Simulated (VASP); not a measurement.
# C (P4/mmm) in VASP: further runs, part 2 of 2

VASP 6.6.1. Earlier steps stand in the parts before.

## Step 3: Single point, PBE

This run uses another cell than the first one, of 24.61 Å³/atom, 1.019 times its volume.

The input, INCAR:

```
SYSTEM = C
PREC = Accurate ; ENCUT = 520
EDIFF = 1E-7 ; ISMEAR = -1
SIGMA = 0.05 ; LREAL = .FALSE.
LASPH = .TRUE. ; NELM = 80
ALGO = Normal ; ISIF = 2
LWAVE = .FALSE. ; LCHARG = .FALSE.
GGA = PE ; NBANDS = 8
```

The input, KPOINTS:

```
Automatic mesh
0
G
  6 6 20
  0 0 0
```

The input, POSCAR:

```
C
1.0
    4.3386258936      0.0000000000      0.0000000000
    0.0000000000      4.3386258936      0.0000000000
    0.0000000000      0.0000000000      1.3074393261
C
1
Direct
    0.5000000000      0.5000000000      0.5000000000
```

Potentials or basis: VASP PAW PBE potentials, release 64 (C).

On the command line:

```bash
> cat potpaw_PBE.64/C/POTCAR > POTCAR
> mpirun -np 1 vasp_std > vasp.out
```

OUTCAR:

```text
SYSTEM = C
   PREC = Accurate
   ENCUT = 520
   EDIFF = 1E-7
   ISMEAR = -1
   LREAL = .FALSE.
   LASPH = .TRUE.
   NELM = 80
   ISIF = 2
   GGA = PE

 ion  position               nearest neighbor table
   1  0.500  0.500  0.500-

  LATTYP: Found a simple tetragonal cell.
 ALAT       =     4.3386258936
 C/A-ratio  =     0.3013487123

  Lattice vectors:

 A1 = (   4.3386258936,   0.0000000000,   0.0000000000)
 A2 = (   0.0000000000,   4.3386258936,   0.0000000000)
 A3 = (   0.0000000000,   0.0000000000,   1.3074393261)

Analysis of symmetry for initial positions (statically):
=====================================================================
 Subroutine PRICEL returns:
 Original cell was already a primitive cell.

 Routine SETGRP: Setting up the symmetry group for a
 simple tetragonal supercell.

 Subroutine GETGRP returns: Found 16 space group operations
 (whereof 16 operations were pure point group operations)
 out of a pool of 16 trial point group operations.

The static configuration has the point symmetry D_4h.

Analysis of symmetry for dynamics (positions and initial velocities):
=====================================================================
 Subroutine PRICEL returns:
 Original cell was already a primitive cell.

 Routine SETGRP: Setting up the symmetry group for a
 simple tetragonal supercell.

 Subroutine GETGRP returns: Found 16 space group operations
 (whereof 16 operations were pure point group operations)
 out of a pool of 16 trial point group operations.

The dynamic configuration has the point symmetry D_4h.

 Subroutine INISYM returns: Found 16 space group operations
 (whereof 16 operations are pure point group operations),
 and found     1 'primitive' translations

----------------------------------------------------------------------------------------

                                     Primitive cell

  volume of cell :      24.6108

[... 100 lines left out ...]
   EFERMI =   0.00;   METHOD = LEGACY
   ISMEAR =    -1;   SIGMA  =   0.05  broadening in eV -4-tet -1-fermi 0-gaus
   EFERMI_NEDOS =   21; number of points for ismear=-14 and -15
   IALGO  =     38    algorithm
   IMIX   =      4    mixing-type and parameters
     AMIX     =   0.40;   BMIX     =  1.00
     AMIX_MAG =   1.60;   BMIX_MAG =  1.00
  volume/ion in A,a.u.               =      24.61       166.08
  Fermi-wavevector in a.u.,A,eV,Ry     =   0.893414  1.688308 10.860019  0.798189
  Thomas-Fermi vector in A             =   2.015488
   LORBIT       =      0    0 simple, 1 ext, 2 COOP (PROOUT), +10 PAW based schemes
   GGA     = PE    functional components
   LHFCALC =     F    Hartree Fock is set to
   AEXX    =    0.0000 exact exchange contribution
   IVDW    =     0    specifies the selected vdW correction
   LEPSILON=     F    determine dielectric tensor
   LRPA    =     F    only Hartree local field effects (RPA)
 non-spin polarized calculation
  energy-cutoff  :      520.00
  volume of cell :       24.61
 maximum number of plane-waves:       705
   NGX = 17   NGY = 17   NGZ =  5

 number of electron       4.0000000 magnetization

 Free energy of the ion-electron system (eV)
  ---------------------------------------------------
  ext. energy  EPLUGINS =         0.00000000
  ---------------------------------------------------
  free energy    TOTEN  =        -8.18766097 eV

  energy without entropy =       -8.18015924  energy(sigma->0) =       -8.18391011

 E-fermi :  -1.9917     XC(G=0):  -5.8002

 val. band max:       -2.0443653419   @ k =   0.5000   0.3333   0.2500
 cond. band min:      -1.9347928284   @ k =   0.1667   0.0000   0.2500
 fundamental gap:      0.1095725135
 Fermi energy:        -1.9917365300

 k-point     1 :       0.0000    0.0000    0.0000
  band No.  band energies     occupation
      1     -18.0617      2.00000
      2      -6.9145      2.00000
      3      -6.9145      2.00000
      4       1.8540      0.00000
      5       6.1335      0.00000
      6      10.4777      0.00000
      7      10.4777      0.00000
      8      11.5327      0.00000
[... 243 lines left out ...]
 k-point    24 :       0.5000    0.0000    0.1000
  band No.  band energies     occupation
      1     -17.5313      2.00000
      2      -6.4431      2.00000
      3      -6.0592      2.00000
      4       5.0064      0.00000
      5       5.0954      0.00000
      6       9.1498      0.00000
      7      12.0196      0.00000
      8      12.7295      0.00000

 [... further k-points ...]
[... 5 lines left out ...]
  --------------------------------------------------------------------------------------
  -------------------------------------------------------------------------------------
  Total       -0.0592841     -0.0592841     -2.1592723      0.0000000     -0.0000000      0.0000000
  in kB       -3.8594282     -3.8594282   -140.5698029      0.0000000     -0.0000000      0.0000000
  external PRESSURE =     -49.4295531 kB  Pullay stress =       0.0000000 kB

 VOLUME and BASIS-vectors are now :
 -----------------------------------------------------------------------------
  energy-cutoff  :      520.00
  volume of cell :       24.61
      direct lattice vectors                 reciprocal lattice vectors
     4.338625894  0.000000000  0.000000000     0.230487722  0.000000000  0.000000000
     0.000000000  4.338625894  0.000000000     0.000000000  0.230487722  0.000000000
     0.000000000  0.000000000  1.307439326     0.000000000  0.000000000  0.764853848

 POSITION                                       TOTAL-FORCE (eV/Angst)
 -----------------------------------------------------------------------------------
      2.16931      2.16931      0.65372         0.000000      0.000000      0.000000
 -----------------------------------------------------------------------------------
    total drift:                                0.000000     -0.000000     -0.000000

  FREE ENERGIE OF THE ION-ELECTRON SYSTEM (eV)
  ---------------------------------------------------
  free  energy   TOTEN  =        -8.1876609665 eV

  energy  without entropy=       -8.1801592437  energy(sigma->0) =       -8.18391011
```

OSZICAR:

```text
N       E                     dE             d eps       ncg     rms          rms(c)
DAV:   1     0.330928940305E+01    0.33093E+01   -0.22879E+03  1792   0.396E+02
DAV:   2    -0.870879325727E+01   -0.12018E+02   -0.11661E+02  2344   0.657E+01
DAV:   3    -0.890299889539E+01   -0.19421E+00   -0.19279E+00  2304   0.969E+00
DAV:   4    -0.890351570309E+01   -0.51681E-03   -0.51647E-03  2648   0.484E-01
DAV:   5    -0.890351644782E+01   -0.74473E-06   -0.74510E-06  2320   0.133E-02    0.457E+00
DAV:   6    -0.833872644369E+01    0.56479E+00   -0.78086E-01  1984   0.413E+00    0.253E+00
DAV:   7    -0.818651368839E+01    0.15221E+00   -0.62468E-01  2128   0.363E+00    0.793E-01
DAV:   8    -0.818785758716E+01   -0.13439E-02   -0.70873E-03  1904   0.536E-01    0.106E-01
DAV:   9    -0.818760640834E+01    0.25118E-03   -0.64654E-04  2168   0.118E-01    0.687E-02
DAV:  10    -0.818767872007E+01   -0.72312E-04   -0.67974E-04  1768   0.122E-01    0.564E-02
DAV:  11    -0.818766202094E+01    0.16699E-04   -0.64262E-05  2176   0.373E-02    0.591E-03
DAV:  12    -0.818766099482E+01    0.10261E-05   -0.30601E-06  1784   0.135E-02    0.122E-03
DAV:  13    -0.818766096648E+01    0.28346E-07   -0.22342E-07  2232   0.248E-03
   1 F= -.81876610E+01 E0= -.81839101E+01  d E =-.750172E-02
```

It took 6.1 s on 1 thread of AMD EPYC 9R45 (Zen 5), shared host; peak memory 0.1 GiB.

Results:

* Free energy: -8.1877 eV
* Pressure: -4.9 GPa
* Band gap on the k mesh: zero (band 2 reaches 6.17 eV, above the bottom of band 3 at -7.21 eV)

## Step 4: Relaxation of cell and atoms, PBE

This run uses another cell than the first one, of 23.22 Å³/atom, 0.962 times its volume.

The input, INCAR:

```
SYSTEM = C
PREC = Accurate
ENCUT = 600
EDIFF = 1E-6
ISMEAR = -1
SIGMA = 0.05
LREAL = .FALSE.
LASPH = .TRUE.
NELM = 80
ALGO = Normal
ISIF = 3
LWAVE = .FALSE.
LCHARG = .FALSE.
GGA = PE
IBRION = 2
NSW = 60
EDIFFG = -0.01
```

The input, KPOINTS:

```
regular mesh
0
G
  6 6 20
  0 0 0
```

The input, POSCAR:

```
C
1.0
    4.2551700000      0.0000000000      0.0000000000
    0.0000000000      4.2551700000      0.0000000000
    0.0000000000      0.0000000000      1.2822900000
C
1
Direct
    0.5000000000      0.5000000000      0.5000000000
```

On the command line:

```bash
> cat potpaw_PBE.64/C/POTCAR > POTCAR
> mpirun -np 1 vasp_std > vasp.out
```

It took 93 s on 1 thread of Intel Xeon Platinum 8259CL at 2.50GHz (Skylake/Cascade Lake), shared host; peak memory 0.14 GiB.

It converged, with:

```
Free energy                            : -8.2405 eV
Relaxed volume                         : 15.44 Å³/atom
Relaxed cell                           : a = 3.469 Å, b = 3.469 Å, c = 1.283 Å, α = 90.00°, β = 90.00°, γ = 90.00°
Space group after relaxing (to 0.05 Å) : P4/mmm (No. 123)
Energy gained by relaxing              : 29.7 meV/atom
Ionic steps                            : 26
Pressure after relaxing                : 0.0 GPa
Band gap on the k mesh                 : zero (band 2 reaches 9.30 eV, above the bottom of band 3 at -5.80 eV)
```

Step by step:
```tsv
step	energy change (eV)	largest force (eV/Å)	pressure (GPa)	volume (Å³)
1	0.0000	0.0000	-0.01	23.22
2	0.0014	0.0000	-1.96	23.21
3	-0.0002	0.0000	-0.53	23.22
4	-0.0009	0.0000	-0.59	22.99
5	-0.0033	0.0000	-0.74	22.33
6	-0.0086	0.0000	-1.08	21.02
7	-0.0197	0.0000	-1.71	18.53
8	-0.0205	0.0000	-2.42	14.01
9	-0.0261	0.0000	-2.14	16.82
10	-0.0275	0.0000	-2.41	15.36
11	-0.0277	0.0000	-2.34	15.88
12	-0.0280	0.0000	-2.15	15.82
13	-0.0288	0.0000	-1.63	15.63
14	-0.0295	0.0000	-0.56	15.27
15	-0.0295	0.0000	-0.35	15.21
16	-0.0295	0.0000	-0.44	15.23
17	-0.0295	0.0000	-0.41	15.26
18	-0.0296	0.0000	-0.35	15.34
19	-0.0297	0.0000	-0.17	15.50
20	-0.0297	0.0000	-0.16	15.39
21	-0.0297	0.0000	-0.18	15.46
22	-0.0297	0.0000	-0.16	15.45
23	-0.0297	0.0000	-0.07	15.43
24	-0.0297	0.0000	-0.04	15.43
25	-0.0297	0.0000	-0.02	15.43
26	-0.0297	0.0000	0.00	15.44
```

Final structure:
```
CELL_PARAMETERS angstrom
3.46859 0.00000 0.00000
0.00000 3.46859 0.00000
0.00000 0.00000 1.28303
ATOMIC_POSITIONS crystal
C 0.50000 0.50000 0.50000
```

Levels at points of the mesh, in eV from the Fermi level:
```
           k point  band 1  band 2  band 3  band 4  band 5  band 6
(0.00, 0.00, 0.00)  -16.47   -4.67   -4.67    4.61    9.52   17.59
(0.50, 0.00, 0.00)  -16.24   -6.09   -4.53    8.12    8.47   13.04
(0.50, 0.50, 0.00)  -16.04   -5.79   -5.79    6.20   12.80   12.80
(0.00, 0.00, 0.50)   -9.05    8.23   11.40   11.40   24.65   24.65
(0.50, 0.00, 0.50)   -9.03    8.58   10.85   11.45   21.18   25.09
(0.50, 0.50, 0.50)   -9.01    8.90   10.94   10.94   22.03   22.03
```

Caveat: the volume moved by over 15 % at a fixed basis, so the end points are rough.

## Step 5: Overview

| task | cell | cutoff (eV) | gap on the mesh (eV) | pressure (GPa) |
| --- | --- | --- | --- | --- |
| single point | a = 4.311, b = 4.311, c = 1.299 Å, 1 atom | 520 | none | -3.4 |
| single point | a = 4.339, b = 4.339, c = 1.307 Å, 1 atom | 520 | none | -4.9 |
| relaxation of cell and atoms | relaxed from a = 4.255, b = 4.255, c = 1.282 Å, 1 atom | 600 | none | 0.0 |

Alike in all rows: level PBE; potentials or basis VASP PAW PBE potentials, release 64 (C); no spin polarisation; k mesh 6 × 6 × 20; smearing fermi-dirac 0.05 eV.

Caveats: the volume moved by over 15 % at a fixed basis, so the end points are rough (some runs).

Absolute energies hang on the potentials; compare differences alone.
